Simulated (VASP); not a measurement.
Input of a VASP 6.6.1 run:

Contents of INCAR:

```
  PREC = Accurate
  ENCUT = 500
  EDIFF = 1E-6
  ISMEAR = 0
  SIGMA = 0.05
  LREAL = F
  LASPH = T
  NELM = 120
  ALGO = Normal
  ISIF = 2
  LWAVE = F
  LCHARG = T
  GGA = PE
  LELF = T
  LVHAR = T
  NBANDS = 16
  GGA_COMPAT = F
```

Contents of KPOINTS:

```
Automatic mesh
0
Gamma
  6 6 6
```

File POSCAR:

```
ZnS
1.0
    0.0000000000      2.7219755139      2.7219755139
    2.7219755139      0.0000000000      2.7219755139
    2.7219755139      2.7219755139      0.0000000000
Zn S
1 1
Direct
    0.0000000000      0.0000000000      0.0000000000
    0.2500000000      0.2500000000      0.2500000000
```

Potentials or basis: VASP PAW PBE potentials, release 64 (Zn, S).

Command:

```console
$ cat potpaw_PBE.64/Zn/POTCAR potpaw_PBE.64/S/POTCAR > POTCAR
$ mpirun -np 1 vasp_std > vasp.out
```

Task: What does it give for the pressure?

Result: 0.1 GPa.

Task: Predict the band gap on the k mesh.

Result: 2.02 eV, direct.

As with any semilocal functional, this PBE gap is likely too small.
